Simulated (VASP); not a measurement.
Crystal: Ir.

```xyz
2
Lattice="2.7514 0.0000 0.0000 -1.3757 2.3828 0.0000 0.0000 0.0000 4.4623" Properties=species:S:1:pos:R:3 pbc="T T T"
Ir    1.3757    0.7943    3.3467
Ir    0.0000    1.5885    1.1156
```

* Program: VASP 6.6.1
* Task: relaxation of cell and atoms
* Functional: PBEsol
* Dispersion: D3(BJ)
* Potentials or basis: VASP PAW PBE potentials, release 64 (Ir_sv_GW)
* Cutoff: 500 eV
* k mesh: 12 × 12 × 7
* Occupations: fermi-dirac, width 0.01 eV
* Spin: no spin polarisation

At the start: pressure -23.5 GPa; volume 14.63 Å³/atom.

Where does the relaxation end?

Over 10 steps the energy falls by 71.9 meV/atom and the volume is 13.71 Å³/atom (-6.3 %); space group P6_3/mmc (No. 194, to 0.05 Å).

The path:
| step | energy change (eV) | largest force (eV/Å) | pressure (GPa) | volume (Å³) |
| --- | --- | --- | --- | --- |
| 1 | 0.0000 | 0.0000 | -23.53 | 29.25 |
| 2 | 3.1492 | 0.0000 | 213.43 | 21.07 |
| 3 | -0.1413 | 0.0000 | -3.24 | 27.64 |
| 4 | -0.1432 | 0.0000 | -1.11 | 27.50 |
| 5 | -0.1435 | 0.0000 | 0.02 | 27.42 |
| 6 | -0.1434 | 0.0000 | -0.54 | 27.46 |
| 7 | -0.1437 | 0.0000 | -0.49 | 27.46 |
| 8 | -0.1437 | 0.0000 | -0.50 | 27.46 |
| 9 | -0.1432 | 0.0000 | 1.67 | 27.32 |
| 10 | -0.1438 | 0.0000 | 0.00 | 27.42 |

Final structure:
```
Ir
1.0
     2.68872    0.00000    0.00000
    -1.34436    2.32850    0.00000
     0.00000    0.00000    4.38049
Ir
2
Direct
  0.66667 0.33333 0.75000
  0.33333 0.66667 0.25000
```

Caveat: the PAW data sets were made with another functional, which shifts forces and pressure a little; pairwise dispersion overbinds metals, which lowers pressure and volume.
